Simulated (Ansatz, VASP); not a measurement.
## Two plane-wave programs on Co

```
CELL_PARAMETERS angstrom
-1.34934 1.34934 1.34934
1.34934 -1.34934 1.34934
1.34934 1.34934 -1.34934
ATOMIC_POSITIONS crystal
Co 0.00000 0.00000 0.00000
```

Alike in both runs: task single point; functional LDA; k mesh 18 × 18 × 18; occupations fermi-dirac, width 0.1 eV; no spin polarisation.

|  | VASP | Ansatz |
| --- | --- | --- |
| version | VASP 6.6.1 | Ansatz 0.2.0 |
| potentials or method | VASP PAW LDA potentials, release 64 (Co), cutoff 520 eV | plane waves (420 eV) with PAW, scalar-relativistic |
| valence electrons in the cell | 9 | 17 |

Ansatz gave:

* pressure (GPa): 0.0

**Question.** Estimate VASP's values.

**Answer.** Pressure (GPa): -0.9.

Ansatz warns that its potentials were made for another functional, while VASP's fit it. LDA's correlation is that of Perdew and Zunger in VASP and of Perdew and Wang (1992) in Ansatz. VASP's potentials hold 9 valence electrons a cell and Ansatz's 17, so a difference there can come from the potentials and not from the codes.
